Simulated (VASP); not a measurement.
# PbF2: relaxation of cell and atoms with PBEsol

PbF2, a slab with vacuum:

```xyz
3
Lattice="2.2225 0.0000 0.0000 -1.1113 1.9248 0.0000 0.0000 0.0000 12.0996" Properties=species:S:1:pos:R:3 pbc="T T T"
Pb    0.0000    0.0000    0.0000
F     0.0000    1.2832    1.0828
F     0.0000    1.2832   11.0168
```

* Program: VASP 6.6.1
* Task: relaxation of cell and atoms
* Functional: PBEsol
* Potentials or basis: VASP PAW PBE potentials, release 64 (Pb_d, F)
* Cutoff: 600 eV
* k mesh: 9 × 9 × 2
* Occupations: fermi-dirac, width 0.03 eV
* Spin: no spin polarisation
* Dipole correction: no
* Further INCAR settings: ALGO = Normal; EDIFF = 1e-06; IBRION = 2; EDIFFG = -0.01; NSW = 100; ISIF = 3

```json
{
 "Relaxed volume": "17.11 Å³/atom",
 "Relaxed cell": "a = 3.089 Å, b = 3.089 Å, c = 6.213 Å, α = 90.00°, β = 90.00°, γ = 120.00°",
 "Space group after relaxing (to 0.1 Å)": "P-6m2 (No. 187)",
 "Band gap on the k mesh": "1.57 eV (least direct gap 1.91 eV)"
}
```

Final structure:
```
CELL_PARAMETERS angstrom
3.08910 0.00000 0.00000
-1.54455 2.67524 0.00000
0.00000 0.00000 6.21302
ATOMIC_POSITIONS crystal
Pb 0.00000 0.00000 0.00000
F 0.33333 0.66667 0.25046
F 0.33333 0.66667 0.74954
```

Levels at points of the mesh, in eV from the valence-band top:
```
           k point  band 10  band 11  band 12  band 13  band 14  band 15  band 16  band 17  band 18
(0.00, 0.00, 0.00)    -2.52    -2.52    -2.43    -2.43    -1.87     4.36     8.82    12.09    12.09
(0.00, 0.00, 0.50)    -2.50    -2.50    -2.45    -2.45    -1.41     3.84    10.71    11.60    12.11
```

Wall time 20 min on 1 thread of Intel(R) Xeon(R) Platinum 8259CL CPU @ 2.50GHz (Skylake/Cascade Lake), on a shared host, peak memory 0.21 GiB.

Caveat: there is no dipole correction, which matters where the two faces differ; a cell axis changed by over 15 % at a fixed basis, so the end point is rough; the PAW data sets were made with another functional, which shifts forces and pressure a little; spin-orbit coupling is left out, which moves the levels of the heavy elements.
